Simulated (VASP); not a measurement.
A run of VASP 6.6.1 is set up as follows.

INCAR

```
SYSTEM = MgSn5
PREC = Accurate
ENCUT = 520
EDIFF = 1E-6
ISMEAR = -1
SIGMA = 0.05
LREAL = .FALSE.
LASPH = .TRUE.
NELM = 60
ALGO = Normal
ISIF = 2
LWAVE = .FALSE.
LCHARG = .TRUE.
GGA = PS
LELF = .TRUE.
LVHAR = .TRUE.
NBANDS = 45
```

Contents of KPOINTS:

```
regular mesh
0
G
  3 3 3
  0 0 0
```

POSCAR

```
MgSn5
1.0
    5.6501780000      0.0000000000      0.0000000000
   -2.8250890000      4.8931980000      0.0000000000
    0.0000000000      0.0000000000      5.6172030000
Mg Sn
1 5
Direct
    0.0000000000      0.0000000000      0.5000000000
    0.6700040000      0.0000000000      0.0000000000
    0.3299960000      0.3299960000      0.0000000000
    0.0000000000      0.6700040000      0.0000000000
    0.6666666667      0.3333333333      0.5000000000
    0.3333333333      0.6666666667      0.5000000000
```

Potentials or basis: VASP PAW PBE potentials, release 64 (Mg, Sn_d).

Launch:

```sh
$ cat potpaw_PBE.64/Mg/POTCAR potpaw_PBE.64/Sn_d/POTCAR > POTCAR
$ mpirun -np 1 vasp_std > vasp.out
```

Task: Predict the largest force.

Result: 0.028 eV/Å.

Task: Predict the band gap on the k mesh.

Result: Zero (band 36 reaches 7.69 eV, above the bottom of band 37 at 5.98 eV).

Forces in eV/Å, atoms in the order of the input:
```
Mg   0.000  0.000  0.000
Sn  -0.028  0.000  0.000
Sn   0.014  0.024  0.000
Sn   0.014 -0.024  0.000
Sn   0.000  0.000  0.000
Sn   0.000  0.000  0.000
```

Caveat: the k points lie up to 0.43 Å⁻¹ apart; the PAW data sets were made with another functional, which shifts forces and pressure a little; spin-orbit coupling is left out, which moves the levels of the heavy elements.
